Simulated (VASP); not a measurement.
# ZnAuC4N4 (P-43m) in VASP: notebook, part 2 of 2

VASP 6.6.1.

### 3 Single point, PBE, collinear spin

The input, INCAR:

```
PREC = Accurate
ENCUT = 520
EDIFF = 1E-6
ISMEAR = 0
SIGMA = 0.1
LREAL = F
LASPH = T
NELM = 150
ALGO = Normal
ISIF = 2
LWAVE = F
LCHARG = F
ISPIN = 2
MAGMOM = 0 0 0 0 0 1 0 0 0 0
LORBIT = 11
LMAXMIX = 4
GGA = PE
NBANDS = 44
```

The input, KPOINTS:

```
Automatic mesh
0
Gamma
  4 4 4
```

The input, POSCAR:

```
ZnAuC4N4
1.0
    5.8826218900      0.0000000000      0.0000000000
    0.0000000000      5.8826218900      0.0000000000
    0.0000000000      0.0000000000      5.8826218900
Zn C Au N
1 4 1 4
Direct
    0.0000000000      0.0000000000      0.0000000000
    0.1881440800      0.1881440800      0.1881440800
    0.1881440800      0.8118559200      0.8118559200
    0.8118559200      0.1881440800      0.8118559200
    0.8118559200      0.8118559200      0.1881440800
    0.5000000000      0.5000000000      0.5000000000
    0.3029738000      0.3029738000      0.3029738000
    0.3029738000      0.6970262000      0.6970262000
    0.6970262000      0.3029738000      0.6970262000
    0.6970262000      0.6970262000      0.3029738000
```

Potentials or basis: VASP PAW PBE potentials, release 64 (Zn, C, Au, N).

Run with:

```sh
> cat potpaw_PBE.64/Zn/POTCAR potpaw_PBE.64/C/POTCAR potpaw_PBE.64/Au/POTCAR potpaw_PBE.64/N/POTCAR > POTCAR
> mpirun -np 1 vasp_std > vasp.out
```

OUTCAR:

```text
PREC = Accurate
   ENCUT = 520
   EDIFF = 1E-6
   ISMEAR = 0
   LREAL = F
   LASPH = T
   NELM = 150
   ISIF = 2
   ISPIN = 2
   LORBIT = 11
   GGA = PE

 ion  position               nearest neighbor table
   1  0.000  0.000  0.000-   2 1.92   3 1.92   4 1.92   5 1.92
   2  0.188  0.188  0.188-   7 1.17   1 1.92
   3  0.188  0.812  0.812-   8 1.17   1 1.92
   4  0.812  0.188  0.812-   9 1.17   1 1.92
   5  0.812  0.812  0.188-  10 1.17   1 1.92
   6  0.500  0.500  0.500-   7 2.01   8 2.01   9 2.01  10 2.01
   7  0.303  0.303  0.303-   2 1.17   6 2.01
   8  0.303  0.697  0.697-   3 1.17   6 2.01
   9  0.697  0.303  0.697-   4 1.17   6 2.01
  10  0.697  0.697  0.303-   5 1.17   6 2.01

  LATTYP: Found a simple cubic cell.
 ALAT       =     5.8826218900

  Lattice vectors:

 A1 = (   5.8826218900,   0.0000000000,   0.0000000000)
 A2 = (   0.0000000000,   5.8826218900,   0.0000000000)
 A3 = (   0.0000000000,   0.0000000000,   5.8826218900)

[... 1095 lines left out ...]
  energy-cutoff  :      520.00
  volume of cell :      203.57
      direct lattice vectors                 reciprocal lattice vectors
     5.882621890  0.000000000  0.000000000     0.169992228  0.000000000  0.000000000
     0.000000000  5.882621890  0.000000000     0.000000000  0.169992228  0.000000000
     0.000000000  0.000000000  5.882621890     0.000000000  0.000000000  0.169992228

 POSITION                                       TOTAL-FORCE (eV/Angst)
 -----------------------------------------------------------------------------------
      0.00000      0.00000      0.00000         0.000000      0.000000     -0.000000
      1.10678      1.10678      1.10678         0.569857      0.569857      0.569857
      1.10678      4.77584      4.77584         0.569857     -0.569857     -0.569857
      4.77584      1.10678      4.77584        -0.569857      0.569857     -0.569857
      4.77584      4.77584      1.10678        -0.569857     -0.569857      0.569857
      2.94131      2.94131      2.94131         0.000000      0.000000     -0.000000
      1.78228      1.78228      1.78228        -0.928851     -0.928851     -0.928851
      1.78228      4.10034      4.10034        -0.928851      0.928851      0.928851
      4.10034      1.78228      4.10034         0.928851     -0.928851      0.928851
      4.10034      4.10034      1.78228         0.928851      0.928851     -0.928851
 -----------------------------------------------------------------------------------
    total drift:                               -0.000000     -0.000000     -0.000000

  FREE ENERGIE OF THE ION-ELECTRON SYSTEM (eV)
  ---------------------------------------------------
  free  energy   TOTEN  =       -67.1932151945 eV

  energy  without entropy=      -67.1551912832  energy(sigma->0) =      -67.17420324

 total charge

# of ion       s       p       d       tot
------------------------------------------
    1        0.590   0.831   9.782  11.203
    2        0.965   1.627   0.000   2.592
    3        0.965   1.627   0.000   2.592
    4        0.965   1.627   0.000   2.592
    5        0.965   1.627   0.000   2.592
    6        0.517   0.636   8.615   9.768
    7        1.296   2.589   0.000   3.886
    8        1.296   2.589   0.000   3.886
    9        1.296   2.589   0.000   3.886
   10        1.296   2.589   0.000   3.886
--------------------------------------------------
tot         10.151  18.332  18.398  46.881

 magnetization (x)

# of ion       s       p       d       tot
------------------------------------------
    1       -0.001   0.010   0.018   0.027
    2        0.001   0.030   0.000   0.032
    3        0.001   0.030   0.000   0.032
    4        0.001   0.030   0.000   0.032
    5        0.001   0.030   0.000   0.032
    6        0.001   0.046   0.444   0.490
    7        0.008   0.045   0.000   0.053
    8        0.008   0.045   0.000   0.053
    9        0.008   0.045   0.000   0.053
   10        0.008   0.045   0.000   0.053
--------------------------------------------------
tot          0.036   0.358   0.462   0.856
```

Wall time 7 min (1 thread of Intel Xeon 8259CL, shared host); peak memory 0.49 GiB.

Results:

| Property | Result |
| --- | --- |
| Free energy | -67.1932 eV |
| Pressure | 5.9 GPa |
| Largest force | 1.609 eV/Å |
| Band gap on the k mesh | zero (filled and empty bands overlap) |
| Net moment | 0.99 μB per cell |
| Site moments | Zn +0.03; C +0.03; Au +0.49; N +0.05 μB |
| Valence electrons inside the program's atomic spheres | Zn 11.20; C 2.59; Au 9.77; N 3.89 |

Forces in eV/Å, atoms in the order of the input:
```
Zn   0.000  0.000  0.000
C    0.570  0.570  0.570
C    0.570 -0.570 -0.570
C   -0.570  0.570 -0.570
C   -0.570 -0.570  0.570
Au   0.000  0.000  0.000
N   -0.929 -0.929 -0.929
N   -0.929  0.929  0.929
N    0.929 -0.929  0.929
N    0.929  0.929 -0.929
```

Levels at points of the mesh, in eV from the Fermi level:
Spin up:
```csv
k point,band 26,band 27,band 28,band 29,band 30,band 31,band 32,band 33,band 34,band 35
"(0.00, 0.00, 0.00)",-1.77,-1.77,-0.61,-0.61,-0.61,4.76,4.76,4.76,5.39,5.39
"(0.50, 0.00, 0.00)",-1.64,-1.36,-0.48,-0.19,-0.19,4.62,4.62,4.99,5.13,5.15
"(0.50, 0.50, 0.00)",-1.50,-1.44,-0.53,-0.18,-0.18,4.81,4.81,4.95,5.04,5.29
"(0.50, 0.50, 0.50)",-1.51,-1.51,-0.56,-0.56,-0.56,5.03,5.03,5.03,5.49,5.49
```
Spin down:
| k point | band 25 | band 26 | band 27 | band 28 | band 29 | band 30 | band 31 | band 32 | band 33 | band 34 |
| --- | --- | --- | --- | --- | --- | --- | --- | --- | --- | --- |
| (0.00, 0.00, 0.00) | -1.96 | -1.65 | -1.65 | -0.31 | -0.31 | -0.31 | 4.86 | 4.86 | 4.86 | 5.46 |
| (0.50, 0.00, 0.00) | -2.15 | -1.51 | -1.25 | -0.17 | 0.10 | 0.10 | 4.69 | 4.69 | 5.06 | 5.21 |
| (0.50, 0.50, 0.00) | -2.13 | -1.38 | -1.33 | -0.22 | 0.11 | 0.11 | 4.87 | 4.87 | 5.02 | 5.12 |
| (0.50, 0.50, 0.50) | -2.02 | -1.39 | -1.39 | -0.24 | -0.24 | -0.24 | 5.11 | 5.11 | 5.11 | 5.56 |

Caveat: the cell stands under pressure; spin-orbit coupling is left out, which moves the levels of the heavy elements; forces of over 1 eV/Å act on the atoms, so gaps and moduli don't describe the material at rest.

### 4 Single point, PBE, collinear spin

This run uses another cell than the first one, of 23.04 Å³/atom.

The input, INCAR:

```
SYSTEM = ZnAuC4N4
  ALGO = Normal
  EDIFF = 1E-7
  ENCUT = 520
  GGA = PE
  ISIF = 2
  ISMEAR = 0
  ISPIN = 2
  LASPH = .True.
  LCHARG = .False.
  LMAXMIX = 4
  LORBIT = 11
  LREAL = .False.
  LWAVE = .False.
  MAGMOM = 0 0 0 0 0 1 0 0 0 0
  NBANDS = 44
  NELM = 150
  PREC = Accurate
  SIGMA = 0.1
```

The input, KPOINTS:

```
k-points
0
Gamma
  4 4 4
  0 0 0
```

The input, POSCAR:

```
ZnAuC4N4
1.0
    6.1308727322      0.0000000000      0.0000000000
    0.0000000000      6.1308727322      0.0000000000
    0.0000000000      0.0000000000      6.1308727322
Zn C Au N
1 4 1 4
Direct
    0.0000000000      0.0000000000      0.0000000000
    0.1887796171      0.1887796171      0.1887796171
    0.1887796171      0.8112203829      0.8112203829
    0.8112203829      0.1887796171      0.8112203829
    0.8112203829      0.8112203829      0.1887796171
    0.5000000000      0.5000000000      0.5000000000
    0.2985540120      0.2985540120      0.2985540120
    0.2985540120      0.7014459880      0.7014459880
    0.7014459880      0.2985540120      0.7014459880
    0.7014459880      0.7014459880      0.2985540120
```

Run with:

```sh
> cat potpaw_PBE.64/Zn/POTCAR potpaw_PBE.64/C/POTCAR potpaw_PBE.64/Au/POTCAR potpaw_PBE.64/N/POTCAR > POTCAR
> mpirun -np 1 vasp_std > vasp.out
```

Wall time 7.7 min (1 thread of Intel Xeon 8259CL, shared host); peak memory 0.51 GiB.

The run converged. Its results:

```
Free energy                                           : -67.7862 eV
Pressure                                              : 0.5 GPa
Largest force                                         : 0.416 eV/Å
Band gap on the k mesh                                : zero (filled and empty bands overlap)
Net moment                                            : 1.00 μB per cell
Site moments                                          : Zn +0.02; C +0.03; Au +0.52; N +0.06 μB
Valence electrons inside the program's atomic spheres : Zn 10.97; C 2.58; Au 9.47; N 3.87
```

Forces on the atoms (eV/Å):
```
Zn   0.000  0.000  0.000
C   -0.213 -0.213 -0.213
C   -0.213  0.213  0.213
C    0.213 -0.213  0.213
C    0.213  0.213 -0.213
Au   0.000  0.000  0.000
N    0.240  0.240  0.240
N    0.240 -0.240 -0.240
N   -0.240  0.240 -0.240
N   -0.240 -0.240  0.240
```

Levels at points of the mesh, in eV from the Fermi level:
Spin up:
```
           k point  band 27  band 28  band 29  band 30  band 31  band 32  band 33  band 34
(0.00, 0.00, 0.00)    -1.51    -0.56    -0.56    -0.56     5.04     5.04     5.04     5.34
(0.50, 0.00, 0.00)    -1.22    -0.52    -0.23    -0.23     5.02     5.02     5.31     5.50
(0.50, 0.50, 0.00)    -1.28    -0.55    -0.23    -0.23     5.13     5.23     5.23     5.41
(0.50, 0.50, 0.50)    -1.33    -0.52    -0.52    -0.52     5.33     5.33     5.33     5.70
```
Spin down:
| k point | band 27 | band 28 | band 29 | band 30 | band 31 | band 32 |
| --- | --- | --- | --- | --- | --- | --- |
| (0.00, 0.00, 0.00) | -1.37 | -0.22 | -0.22 | -0.22 | 5.12 | 5.12 |
| (0.50, 0.00, 0.00) | -1.10 | -0.17 | 0.08 | 0.08 | 5.08 | 5.08 |
| (0.50, 0.50, 0.00) | -1.16 | -0.20 | 0.08 | 0.08 | 5.23 | 5.29 |
| (0.50, 0.50, 0.50) | -1.21 | -0.18 | -0.18 | -0.18 | 5.41 | 5.41 |

Caveat: spin-orbit coupling is left out, which moves the levels of the heavy elements.

### 5 Summary

```tsv
spin	cell	gap on the mesh (eV)	pressure (GPa)	moment (μB)	largest force (eV/Å)
off	a = 5.883 Å, 10 atoms, atomic positions A	none	5.9	-	1.55
collinear	a = 5.883 Å, 10 atoms, atomic positions A	none	5.9	0.99	1.61
collinear	a = 6.131 Å, 10 atoms, atomic positions B	none	0.5	1.00	0.42
```

Alike in all rows: task single point; level PBE; potentials or basis VASP PAW PBE potentials, release 64 (Zn, C, Au, N); k mesh 4 × 4 × 4; cutoff (eV) 520; smearing gaussian 0.1 eV.

Caveats: spin-orbit coupling is left out, which moves the levels of the heavy elements; the cell stands under pressure (at least some runs); forces of over 1 eV/Å act on the atoms, so gaps and moduli don't describe the material at rest (at least some runs).

Absolute energies hang on the potentials; compare differences alone.
